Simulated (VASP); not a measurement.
## LiF: single point with PBE

LiF:

```xyz
6
Lattice="4.8502 0.0000 0.0000 -2.4251 4.2004 0.0000 0.0000 0.0000 2.8921" Properties=species:S:1:pos:R:3 pbc="T T T"
Li    1.5079    2.6118    0.0000
Li    1.8343    0.0000    0.9640
Li   -0.9171    1.5885    1.9280
F    -1.5394    2.6663    0.4820
F     0.8857    1.5341    1.4460
F     3.0787    0.0000    2.4101
```

```
Program             : VASP 6.6.1
Task                : single point
Functional          : PBE
Potentials or basis : VASP PAW PBE potentials, release 64 (Li_sv, F)
Cutoff              : 520 eV
k mesh              : 6 × 6 × 8
Occupations         : gaussian, width 0.02 eV
Spin                : no spin polarisation
```

```yaml
Largest_force: 0.006 eV/Å
Band_gap_on_the_k_mesh: 7.72 eV
```

Forces in eV/Å, atoms in the order of the input:
```
Li   0.003  0.005  0.000
Li  -0.006  0.000  0.000
Li   0.003 -0.005  0.000
F   -0.002  0.003  0.000
F   -0.002 -0.003  0.000
F    0.004  0.000  0.000
```

Levels at points of the mesh, in eV from the valence-band top:
```csv
k point,band 12,band 13,band 14,band 15,band 16,band 17,band 18,band 19
"(0.00, 0.00, 0.00)",-0.36,-0.08,-0.08,0.00,7.72,12.81,13.00,13.35
"(0.50, 0.00, 0.00)",-0.48,-0.17,-0.08,-0.07,9.36,10.16,11.16,14.30
"(0.00, 0.00, 0.50)",-1.01,-0.57,-0.57,-0.14,10.91,10.91,14.04,14.04
"(0.50, 0.00, 0.50)",-0.75,-0.67,-0.46,-0.17,11.29,11.53,12.63,13.63
```

Wall time 20 s on 1 thread of Intel(R) Xeon(R) 6975P-C (Granite Rapids) (shared host), peak memory 0.19 GiB.

 A k mesh can miss the band edges.
